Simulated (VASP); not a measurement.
# Si62Ge (a cell with a defect) in VASP: further runs

Si62Ge (a cell with a defect) is run at these levels: PBEsol; tasks: single point.

All numbers are computed with VASP 6.6.1; they aren't measurements. Logs are shortened: lines on timing, memory, paths and dates and some standing lists are left out, and cuts for length are marked.

## 1. The cell of the first run

The cell holds a defect, 63 atoms: a = 10.860 Å, b = 10.860 Å, c = 10.860 Å, α = 90.00°, β = 90.00°, γ = 90.00°.

## 2. Single point, PBEsol

INCAR reads:

```
  PREC = Accurate
  ENCUT = 520
  EDIFF = 1E-6
  ISMEAR = 0
  SIGMA = 0.05
  LREAL = Auto
  LASPH = True
  NELM = 60
  ALGO = Normal
  ISIF = 2
  LWAVE = False
  LCHARG = False
  GGA = PS
  NBANDS = 168
  NELECT = 264.0
```

KPOINTS reads:

```
Automatic mesh
0
Gamma
  1 1 1
```

POSCAR reads:

```
Si62Ge
1.0
   10.8600000000      0.0000000000      0.0000000000
    0.0000000000     10.8600000000      0.0000000000
    0.0000000000      0.0000000000     10.8600000000
Si Ge
62 1
Direct
    0.4965529493      0.0028474651     -0.0080639230
    0.6220056873      0.1241524237      0.1220590006
    0.7547839071      0.2471886923      0.0010551687
    0.8763106010      0.3769897074      0.1250500782
    0.7453733016     -0.0003108182      0.2488764901
    0.8751401043      0.1249114956      0.3727196236
    0.0023738256     -0.0008969924     -0.0004091550
    0.1253906910      0.1248384927      0.1257771703
    0.2524087956      0.2478231039      0.0011308780
    0.3747554665      0.3772257400      0.1249827225
    0.5007857024      0.5009292072     -0.0020038169
    0.6243798999      0.6247956961      0.1253908897
    0.7518391667      0.7486043425      0.0018215355
    0.8748146642      0.8779512903      0.1256024719
    0.2504307791      0.0003804550      0.2498429290
    0.3750378336      0.1238273011      0.3760532774
    0.4993911227      0.2524264320      0.2491558388
    0.6263081307      0.3727539113      0.3776979537
    0.7480082637      0.4998359162      0.2497382735
    0.8756032651      0.6246416911      0.3731687234
    0.5008417227     -0.0000464841      0.5005312998
    0.6259290473      0.1246326895      0.6258154867
    0.7525368324      0.2481272879      0.5018357253
    0.8764652449      0.3766933633      0.6244884870
    0.7516669030      0.0006170979      0.7494830629
    0.8807145378      0.1240654308      0.8708375106
   -0.0002340463      0.5008823166     -0.0029613259
    0.1235575509      0.6233709351      0.1271816072
    0.2529059482      0.7468569482      0.0041343989
    0.3768536792      0.8780066318      0.1234889385
    0.0007472391      0.2511515018      0.2502470367
    0.1266014484      0.3676488183      0.3827120725
    0.2460786520      0.4966947168      0.2520461434
    0.3737418826      0.6246050097      0.3716259601
    0.5007435717      0.7523331841      0.2495722051
    0.6274610929      0.8723836193      0.3792672915
    0.0056279039      0.0066867491      0.4993436341
    0.2511990370      0.2424373076      0.5085952500
    0.3756779746      0.3750362949      0.6259026096
    0.4994938123      0.5021450093      0.4972498292
    0.6230417969      0.6273548817      0.6260411128
    0.7552742922      0.7495080658      0.5033123033
    0.8813120162      0.8801294155      0.6255618029
    0.3666282510      0.1251487841      0.8653350849
    0.5000157024      0.2498123407      0.7503132254
    0.6271403998      0.3708081052      0.8779860633
    0.7457866037      0.4994650678      0.7495326338
    0.8735182491      0.6243265359      0.8715200166
    0.0000723290      0.7530802259      0.2508316019
    0.1285577284      0.8747372251      0.3785118557
    0.0011901630      0.5005585836      0.4989830191
    0.1253866875      0.6249700131      0.6255162681
    0.2527895247      0.7487387802      0.5019643100
    0.3698055766      0.8820868078      0.6244820754
    0.0047565103      0.2520249211      0.7463630802
    0.1287427719      0.3728273872      0.8762974242
    0.2505396585      0.5006940666      0.7496651635
    0.3764325730      0.6267793348      0.8726438126
    0.4984968603      0.7570967403      0.7486318285
    0.6276371444      0.8745601034      0.8765503404
    0.0016773060      0.7509426781      0.7513838482
    0.1269333249      0.8712163712      0.8789665912
    0.2164373384      0.0182214843      0.7277410850
```

Potentials or basis: VASP PAW PBE potentials, release 64 (Si, Ge_d).

Command:

```bash
cat potpaw_PBE.64/Si/POTCAR potpaw_PBE.64/Ge_d/POTCAR > POTCAR
mpirun -np 1 vasp_gam > vasp.out
```

OUTCAR:

```text
PREC = Accurate
   ENCUT = 520
   EDIFF = 1E-6
   ISMEAR = 0
   LREAL = Auto
   LASPH = True
   NELM = 60
   ISIF = 2
   GGA = PS
   NELECT = 264.0

 ion  position               nearest neighbor table
   1  0.497  0.003  0.992-  60 2.35  30 2.36   2 2.36  44 2.38
   2  0.622  0.124  0.122-   5 2.35   1 2.36   3 2.36  17 2.37
   3  0.755  0.247  0.001-  46 2.35   4 2.35   2 2.36  26 2.38
   4  0.876  0.377  0.125-  27 2.35   3 2.35  31 2.35  19 2.36
   5  0.745  1.000  0.249-  14 2.35   2 2.35  36 2.36   6 2.38
   6  0.875  0.125  0.373-  31 2.35  23 2.35  37 2.36   5 2.38
[... 28 lines left out ...]
  35  0.501  0.752  0.250-  12 2.35  30 2.36  36 2.36  34 2.36
  36  0.627  0.872  0.379-  42 2.35  21 2.35   5 2.36  35 2.36
  37  0.006  0.007  0.499-   6 2.36  50 2.36  43 2.36
  38  0.251  0.242  0.509-  39 2.35  16 2.35  32 2.36
  39  0.376  0.375  0.626-  45 2.34  57 2.35  38 2.35  40 2.38
  40  0.499  0.502  0.497-  34 2.34  18 2.36  41 2.37  39 2.38
  41  0.623  0.627  0.626-  47 2.35  59 2.36  42 2.37  40 2.37
  42  0.755  0.750  0.503-  36 2.35  20 2.35  41 2.37  43 2.38
  43  0.881  0.880  0.626-  25 2.35  61 2.35  37 2.36  42 2.38
  44  0.367  0.125  0.865-   9 2.34  45 2.34   1 2.38  63 2.50
[... 8 lines left out ...]
  53  0.253  0.749  0.502-  54 2.34  50 2.34  52 2.35  34 2.36
  54  0.370  0.882  0.624-  21 2.34  53 2.34  59 2.37  63 2.49
  55  0.005  0.252  0.746-  56 2.35  24 2.35  26 2.36
  56  0.129  0.373  0.876-   9 2.34  55 2.35  57 2.36  27 2.37
  57  0.251  0.501  0.750-  52 2.34  39 2.35  58 2.35  56 2.36
  58  0.376  0.627  0.873-  57 2.35  29 2.35  11 2.35  59 2.36
  59  0.498  0.757  0.749-  60 2.35  58 2.36  41 2.36  54 2.37
  60  0.628  0.875  0.877-  59 2.35   1 2.35  13 2.35  25 2.36
  61  0.002  0.751  0.751-  62 2.34  48 2.35  43 2.35  52 2.35
  62  0.127  0.871  0.879-   7 2.34  61 2.34  29 2.35  63 2.49
  63  0.216  0.018  0.728-  62 2.49  54 2.49  44 2.50

  LATTYP: Found a simple cubic cell.
 ALAT       =    10.8600000000

  Lattice vectors:

 A1 = (  10.8600000000,   0.0000000000,   0.0000000000)
 A2 = (   0.0000000000,  10.8600000000,   0.0000000000)
 A3 = (   0.0000000000,   0.0000000000,  10.8600000000)

Analysis of symmetry for initial positions (statically):
=====================================================================
 Subroutine PRICEL returns:
 Original cell was already a primitive cell.

 Routine SETGRP: Setting up the symmetry group for a
 simple cubic supercell.

 Subroutine GETGRP returns: Found  1 space group operations
 (whereof  1 operations were pure point group operations)
 out of a pool of 48 trial point group operations.

The static configuration has the point symmetry C_1 .

Analysis of symmetry for dynamics (positions and initial velocities):
=====================================================================
 Subroutine PRICEL returns:
 Original cell was already a primitive cell.

 Routine SETGRP: Setting up the symmetry group for a
 simple cubic supercell.

 Subroutine GETGRP returns: Found  1 space group operations
 (whereof  1 operations were pure point group operations)
 out of a pool of 48 trial point group operations.

The dynamic configuration has the point symmetry C_1 .

 Subroutine INISYM returns: Found  1 space group operations
 (whereof  1 operations are pure point group operations),
 and found     1 'primitive' translations

----------------------------------------------------------------------------------------

                                     Primitive cell

  volume of cell :    1280.8241

  direct lattice vectors                    reciprocal lattice vectors
    10.860000000  0.000000000  0.000000000     0.092081031  0.000000000  0.000000000
     0.000000000 10.860000000  0.000000000     0.000000000  0.092081031  0.000000000
     0.000000000  0.000000000 10.860000000     0.000000000  0.000000000  0.092081031

  length of vectors
    10.860000000 10.860000000 10.860000000     0.092081031  0.092081031  0.092081031

  position of ions in fractional coordinates (direct lattice)
     0.496552949  0.002847465  0.991936077
     0.622005687  0.124152424  0.122059001
     0.754783907  0.247188692  0.001055169
     0.876310601  0.376989707  0.125050078
     0.745373302  0.999689182  0.248876490
     0.875140104  0.124911496  0.372719624
[... 55 lines left out ...]
     0.126933325  0.871216371  0.878966591
     0.216437338  0.018221484  0.727741085

  ion indices of the primitive-cell ions
   primitive index   ion index
                 1           1
                 2           2
                 3           3
                 4           4
                 5           5
                 6           6
[... 55 lines left out ...]
                62          62
                63          63

----------------------------------------------------------------------------------------

 KPOINTS: Automatic mesh

Automatic generation of k-mesh.
 Grid dimensions read from file:
 generate k-points for:    1    1    1

 Generating k-lattice:

  Cartesian coordinates                     Fractional coordinates (reciprocal lattice)
     0.092081031  0.000000000  0.000000000     1.000000000  0.000000000  0.000000000
     0.000000000  0.092081031  0.000000000     0.000000000  1.000000000  0.000000000
     0.000000000  0.000000000  0.092081031     0.000000000  0.000000000  1.000000000

  Length of vectors
     0.092081031  0.092081031  0.092081031

  Shift w.r.t. Gamma in fractional coordinates (k-lattice)
     0.000000000  0.000000000  0.000000000

 Subroutine IBZKPT returns following result:
 ===========================================

 Found      1 irreducible k-points:

 Following reciprocal coordinates:
            Coordinates               Weight
  0.000000  0.000000  0.000000      1.000000
   k-points           NKPTS =      1   k-points in BZ     NKDIM =      1   number of bands    NBANDS=    168
   number of dos      NEDOS =    301   number of ions     NIONS =     63
   total plane-waves  NPLWV = 592704
   dimension x,y,z NGX =    84 NGY =   84 NGZ =   84
   dimension x,y,z NGXF=   168 NGYF=  168 NGZF=  168
   ions per type =              62   1
   NGX,Y,Z   is equivalent  to a cutoff of  12.86, 12.86, 12.86 a.u.
   NGXF,Y,Z  is equivalent  to a cutoff of  25.72, 25.72, 25.72 a.u.
 SYSTEM =  unknown system
   PREC   = accura    normal or accurate (medium, high low for compatibility)
   ISTART =      0    job   : 0-new  1-cont  2-samecut
   ICHARG =      2    charge: 1-file 2-atom 10-const
   ISPIN  =      1    spin polarized calculation?
   LNONCOLLINEAR =      F non collinear calculations
   LSORBIT =      F    spin-orbit coupling
   LASPH  =      T    aspherical Exc in radial PAW
   ENCUT  =  520.0 eV  38.22 Ry    6.18 a.u.  20.19 20.19 20.19*2*pi/ulx,y,z
   NELM   =     60;   NELMIN=  2; NELMDL= -5     # of ELM steps
   EDIFF  = 0.1E-05   stopping-criterion for ELM
   LREAL  =      T    real-space projection
   EDIFFG = 0.1E-04   stopping-criterion for IOM
   NSW    =      0    number of steps for IOM
   IBRION =     -1    ionic relax: 0-MD 1-quasi-New 2-CG
   NFREE  =      0    steps in history (QN), initial steepest desc. (CG)
   ISIF   =      2    stress and relaxation
   ISYM   =      2    0-nonsym 1-usesym 2-fastsym
   POTIM  = 0.5000    time-step for ionic-motion
   TEBEG  =    0.0;   TEEND  =   0.0 temperature during run
   PSTRESS=    0.0 pullay stress
   NELECT =     264.0000    total number of electrons
   NUPDOWN=      -1.0000    fix difference up-down
   EMIN   =  10.00;   EMAX   =-10.00  energy-range for DOS
   EFERMI =   0.00;   METHOD = LEGACY
   ISMEAR =     0;   SIGMA  =   0.05  broadening in eV -4-tet -1-fermi 0-gaus
   EFERMI_NEDOS =   21; number of points for ismear=-14 and -15
   IALGO  =     38    algorithm
   IMIX   =      4    mixing-type and parameters
     AMIX     =   0.40;   BMIX     =  1.00
     AMIX_MAG =   1.60;   BMIX_MAG =  1.00
  volume/ion in A,a.u.               =      20.33       137.20
  Fermi-wavevector in a.u.,A,eV,Ry     =   0.967044  1.827449 12.723821  0.935174
  Thomas-Fermi vector in A             =   2.096897
   LORBIT       =      0    0 simple, 1 ext, 2 COOP (PROOUT), +10 PAW based schemes
   GGA     = PS    functional components
   LHFCALC =     F    Hartree Fock is set to
   AEXX    =    0.0000 exact exchange contribution
   IVDW    =     0    specifies the selected vdW correction
   LEPSILON=     F    determine dielectric tensor
   LRPA    =     F    only Hartree local field effects (RPA)
 non-spin polarized calculation
 Gauss-broadening in eV      SIGMA  =   0.05
  energy-cutoff  :      520.00
  volume of cell :     1280.82
 maximum number of plane-waves:     17229
 NGX is ok and might be reduce to    84
   NGX = 41   NGY = 41   NGZ = 41

 number of electron     263.9999999 magnetization

 Free energy of the ion-electron system (eV)
  ---------------------------------------------------
  ext. energy  EPLUGINS =         0.00000000
  ---------------------------------------------------
  free energy    TOTEN  =      -339.15536673 eV

  energy without entropy =     -339.10263864  energy(sigma->0) =     -339.12900269

 E-fermi :   6.1639     XC(G=0):  -9.5443

 val. band max:        6.1478214660   @ k =   0.0000   0.0000   0.0000
 cond. band min:       6.1807663486   @ k =   0.0000   0.0000   0.0000
 fundamental gap:      0.0329448827
 Fermi energy:         6.1638611989

 k-point     1 :       0.0000    0.0000    0.0000
  band No.  band energies     occupation
      1     -18.0394      2.00000
      2     -18.0292      2.00000
      3     -18.0268      2.00000
      4     -18.0059      2.00000
      5     -17.9977      2.00000
      6      -6.3085      2.00000
[... 136 lines left out ...]
    143       6.7775      0.00000
    144       6.7832      0.00000
 [bands above 144 left out]

------------------------ aborting loop because EDIFF is reached ----------------------------------------

  FORCE on cell =-STRESS in cart. coord.  units (eV):
  Direction    XX          YY          ZZ          XY          YZ          ZX
  --------------------------------------------------------------------------------------
  -------------------------------------------------------------------------------------
  Total       18.1752587     18.0831471     18.5607987     -2.2591791     -1.2797255      3.0443412
  in kB       22.7353533     22.6201313     23.2176237     -2.8259975     -1.6008032      3.8081534
  external PRESSURE =      22.8577028 kB  Pullay stress =       0.0000000 kB

 VOLUME and BASIS-vectors are now :
 -----------------------------------------------------------------------------
  energy-cutoff  :      520.00
  volume of cell :     1280.82
      direct lattice vectors                 reciprocal lattice vectors
    10.860000000  0.000000000  0.000000000     0.092081031  0.000000000  0.000000000
     0.000000000 10.860000000  0.000000000     0.000000000  0.092081031  0.000000000
     0.000000000  0.000000000 10.860000000     0.000000000  0.000000000  0.092081031

 POSITION                                       TOTAL-FORCE (eV/Angst)
 -----------------------------------------------------------------------------------
      5.39257      0.03092     10.77243        -0.004691     -0.006501      0.001455
      6.75498      1.34830      1.32556        -0.003342      0.008848      0.009565
      8.19695      2.68447      0.01146         0.004313     -0.003126     -0.006580
      9.51673      4.09411      1.35804         0.002538     -0.009408      0.005076
      8.09475     10.85662      2.70280         0.003165      0.000020     -0.000906
      9.50402      1.35654      4.04774         0.002907      0.010587      0.005102
[... 55 lines left out ...]
      1.37850      9.46141      9.54558        -0.013194      0.015162     -0.013079
      2.35051      0.19789      7.90327         0.006126      0.008314     -0.007472
 -----------------------------------------------------------------------------------
    total drift:                               -0.007030      0.000107      0.007304

  FREE ENERGIE OF THE ION-ELECTRON SYSTEM (eV)
  ---------------------------------------------------
  free  energy   TOTEN  =      -339.1553667343 eV

  energy  without entropy=     -339.1026386446  energy(sigma->0) =     -339.12900269
```

It took 3.1 min on 1 thread of AMD EPYC 9R45 (Zen 5), shared host; peak memory 0.91 GiB.

What came out:

```yaml
Free_energy: -339.1554 eV
Largest_force: 0.024 eV/Å
```

Forces on the atoms (eV/Å):
```
Si  -0.005 -0.007  0.001
Si  -0.003  0.009  0.010
Si   0.004 -0.003 -0.007
Si   0.003 -0.009  0.005
Si   0.003  0.000 -0.001
Si   0.003  0.011  0.005
Si   0.000  0.000  0.000
Si  -0.005  0.009  0.004
Si   0.007 -0.009 -0.002
Si  -0.011 -0.004 -0.003
Si   0.001 -0.004  0.008
Si  -0.007  0.010  0.000
Si   0.004 -0.006  0.000
Si   0.001 -0.009  0.001
Si  -0.001  0.000 -0.006
Si   0.005  0.000 -0.002
Si   0.006 -0.008  0.001
Si  -0.001  0.007 -0.006
Si   0.008  0.004 -0.007
Si   0.006  0.000  0.013
Si   0.005  0.001  0.002
Si  -0.005  0.005  0.004
Si   0.005 -0.003  0.003
Si  -0.009 -0.004  0.002
Si  -0.003 -0.002 -0.004
Si   0.002  0.007  0.017
Si  -0.008  0.002  0.002
Si  -0.007  0.009 -0.001
Si   0.013 -0.008 -0.005
Si   0.004 -0.006  0.006
Si   0.004 -0.006 -0.008
Si  -0.007  0.008 -0.006
Si   0.010  0.002 -0.002
Si  -0.002  0.007  0.010
Si   0.004 -0.014 -0.009
Si  -0.008  0.008 -0.004
Si   0.002 -0.010  0.011
Si  -0.011 -0.007 -0.004
Si   0.005  0.009  0.012
Si   0.004 -0.010 -0.002
Si  -0.006  0.007 -0.001
Si  -0.003  0.001 -0.012
Si   0.005 -0.013  0.008
Si   0.014  0.006  0.018
Si   0.002 -0.012 -0.001
Si  -0.011  0.008 -0.008
Si   0.004 -0.005 -0.003
Si   0.004  0.004  0.011
Si  -0.010  0.001 -0.010
Si   0.004  0.008 -0.001
Si   0.003 -0.001  0.003
Si  -0.008  0.004 -0.005
Si   0.007 -0.005  0.002
Si  -0.006 -0.003 -0.002
Si  -0.001 -0.006 -0.005
Si   0.000  0.014  0.000
Si  -0.004 -0.002 -0.005
Si   0.005  0.005  0.009
Si  -0.010 -0.009 -0.002
Si   0.000  0.005 -0.003
Si   0.002 -0.008 -0.011
Si  -0.013  0.015 -0.013
Ge   0.006  0.008 -0.007
```

Caveat: the k points lie up to 0.58 Å⁻¹ apart; the cell carries a net charge on a neutralising background, which shifts energy and pressure; the cell is charged against a uniform background, so pressure and absolute levels hang on convention; the PAW data sets were made with another functional, which shifts forces and pressure a little.

[end of part 1 of 2]
